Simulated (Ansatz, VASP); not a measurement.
# TiO2: VASP beside Ansatz

INCAR

```
ALGO = Normal
EDIFF = 1E-6
ENCUT = 520
GGA = PE
ISIF = 2
ISMEAR = 0
LASPH = T
LCHARG = F
LDAU = T
LDAUJ = 0 0
LDAUL = 2 -1
LDAUPRINT = 1
LDAUTYPE = 2
LDAUU = 4 0
LMAXMIX = 4
LREAL = F
LWAVE = F
NBANDS = 33
NELM = 150
PREC = Accurate
SIGMA = 0.05
```

KPOINTS

```
k-points
0
Gamma
  8 8 8
```

Contents of POSCAR:

```
TiO2
1.0
   -1.9722500000      1.9722500000      4.4987000000
    1.9722500000     -1.9722500000      4.4987000000
    1.9722500000      1.9722500000     -4.4987000000
Ti O
2 4
Direct
    0.0000000000      0.0000000000      0.0000000000
    0.7500000000      0.2500000000      0.5000000000
    0.2052277854      0.2052277854      0.0000000000
    0.9552277854      0.4552277854      0.5000000000
    0.5447722146      0.0447722146      0.5000000000
    0.7947722146      0.7947722146      0.0000000000
```

Input for Ansatz:

```yaml
crystal:
  lattice:
    - [-1.97225, 1.97225, 4.4987]
    - [1.97225, -1.97225, 4.4987]
    - [1.97225, 1.97225, -4.4987]
  atoms:
    - { symbol: Ti, position: [0.0, 0.0, 0.0] }
    - { symbol: Ti, position: [0.75, 0.25, 0.5] }
    - { symbol: O, position: [0.2052277854, 0.2052277854, 0.0] }
    - { symbol: O, position: [0.9552277854, 0.4552277854, 0.5] }
    - { symbol: O, position: [0.5447722146, 0.0447722146, 0.5] }
    - { symbol: O, position: [0.7947722146, 0.7947722146, 0.0] }
basis:
  ecutwfc: 520.0
kpoints:
  mp_grid: { grid: [8, 8, 8] }
hamiltonian:
  xc: pbe
  pseudopotentials: { kind: paw, azcp: { folder: soft_1 } }
  hubbard: { sites: [{ species: Ti, l: d, u_eff: 4.0 }] }
scf:
  occupations: { method: gaussian, width: 0.05 }
output:
  forces: true
  stress: true
  eigenvalues: true
```

Alike in both runs: task single point; functional PBE; k mesh 8 × 8 × 8; occupations gaussian, width 0.05 eV; no spin polarisation; Hubbard terms Ti d U = 4.0 eV.

|  | VASP | Ansatz |
| --- | --- | --- |
| version | VASP 6.6.1 | Ansatz 0.2.0 |
| potentials or method | VASP PAW PBE potentials, release 64 (Ti_sv, O), cutoff 520 eV | scalar-relativistic, plane waves, PAW |
| valence electrons in the cell | 48 | 48 |

|  | VASP | Ansatz | Ansatz less VASP |
| --- | --- | --- | --- |
| gap on the k mesh at the Fermi level (eV) | 2.77 | 2.82 | +0.052 |
| least direct gap on the mesh (eV) | 3.02 | 3.07 | +0.048 |
| pressure (GPa) | 14.3 | 9.9 | -4.44 |
| traceless stress, the component that is largest in VASP (GPa) | 27.01 | 24.86 | -2.154 |
| rms of the force components (eV/Å) | 1.148 | 0.978 | -0.1695 |

The programs project onto different local orbitals, so the same U acts differently, and such runs can settle in different states. Atom by atom the forces differ by 0.170 eV/Å (rms over components).
